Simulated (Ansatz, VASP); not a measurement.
Pt: VASP beside Ansatz

The input POSCAR:

```
Pt
1.0
    0.0000000000      1.9609000000      1.9609000000
    1.9609000000      0.0000000000      1.9609000000
    1.9609000000      1.9609000000      0.0000000000
Pt
1
Direct
    0.0000000000      0.0000000000      0.0000000000
```

Contents of INCAR.step1:

```
SYSTEM = Pt
  PREC = Accurate
  ENCUT = 520
  EDIFF = 1E-5
  ISMEAR = -1
  SIGMA = 0.05
  LREAL = .False.
  LASPH = .True.
  NELM = 60
  ALGO = Normal
  ISIF = 2
  LWAVE = .True.
  GGA = PE
  NBANDS = 11
```

Contents of INCAR.step2:

```
SYSTEM = Pt
  PREC = Accurate
  ENCUT = 520
  EDIFF = 1E-6
  ISMEAR = -1
  SIGMA = 0.05
  LREAL = .False.
  LASPH = .True.
  NELM = 60
  ALGO = Normal
  ISIF = 2
  LWAVE = .False.
  LCHARG = .True.
  GGA = PE
  LHFCALC = .True.
  HFSCREEN = 0.2079
  PRECFOCK = Normal
  LELF = .True.
  LVHAR = .True.
  ISTART = 1
  NBANDS = 11
```

The input KPOINTS:

```
regular mesh
0
Gamma
  6 6 6
  0 0 0
```

input.yaml

```yaml
crystal:
  lattice:
    - [0.0, 1.9609, 1.9609]
    - [1.9609, 0.0, 1.9609]
    - [1.9609, 1.9609, 0.0]
  atoms:
    - { symbol: Pt, position: [0.0, 0.0, 0.0] }
hamiltonian:
  xc: hse06
  pseudopotentials: { kind: paw }
kpoints:
  mp_grid: { grid: [6, 6, 6] }
  band_path:
    path:
      - [[0.0, 0.0, 0.0], [0.5, 0.0, 0.5], [0.5, 0.25, 0.75], [0.375, 0.375, 0.75], [0.0, 0.0, 0.0], [0.5, 0.5, 0.5], [0.625, 0.25, 0.625], [0.5, 0.25, 0.75], [0.5, 0.5, 0.5], [0.375, 0.375, 0.75]]
      - [[0.625, 0.25, 0.625], [0.5, 0.0, 0.5]]
    npoints: 4
scf:
  occupations: { method: fermi_dirac, width: 0.05 }
  n_extra_bands: 6
output:
  forces: true
  stress: true
  eigenvalues: true
  fatbands: false
  write_density: true
  write_potential: true
  elf: true
  volumetric_format: npy
```

Alike in both runs: functional HSE06; k mesh 6 × 6 × 6; occupations fermi-dirac, width 0.05 eV; no spin polarisation.

```csv
,VASP,Ansatz
version,VASP 6.6.1,Ansatz 0.2.0
potentials or method,"VASP PAW PBE potentials, release 64 (Pt)",Ansatz PAW
plane-wave cutoff (eV),520,420
valence electrons in the cell,10,18
task,single point,band structure
```

```tsv
	VASP	Ansatz	Ansatz less VASP
gap on the k mesh at the Fermi level (eV)	none	none	-
pressure (GPa)	-2.0	-2.3	-0.23
```

A gap of «none» marks a metal or a gap that the smearing closes. VASP's potentials hold 10 valence electrons a cell and Ansatz's 18, so a difference there can come from the potentials and not from the codes.

The k mesh is coarse, so the values compare programs but aren't converged. Neither program's run includes spin-orbit coupling.
